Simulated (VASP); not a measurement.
The system is Co.

```
CELL_PARAMETERS angstrom
2.62471 0.00000 0.00000
-1.31236 2.27307 0.00000
0.00000 0.00000 4.24495
ATOMIC_POSITIONS crystal
Co 0.66667 0.33333 0.25000
Co 0.33333 0.66667 0.75000
```

Base run:

```yaml
Program: VASP 6.6.1
Functional: PBE
Potentials_or_basis: VASP PAW PBE potentials, release 64 (Co)
Cutoff: 520 eV
k_mesh: 24 × 24 × 12
Occupations: gaussian, width 0.15 eV
Spin: collinear spin, ferromagnetic start
Starting_moments: "[2.2, 2.2] μB"
Fixed_moment: 4.4 μB
```

Its results: pressure -15.2 GPa; site moments Co +2.18 μB.

Q: The run is repeated on the same cell with these changes: fixed moment from 4.4 μB to 3.85 μB; moments at the start from [2.2, 2.2] to [1.92, 1.92]. What comes out?

A: Pressure -19.7 GPa; site moments Co +1.95 μB.

Caveats: the total moment is fixed, so each spin has its own Fermi level.
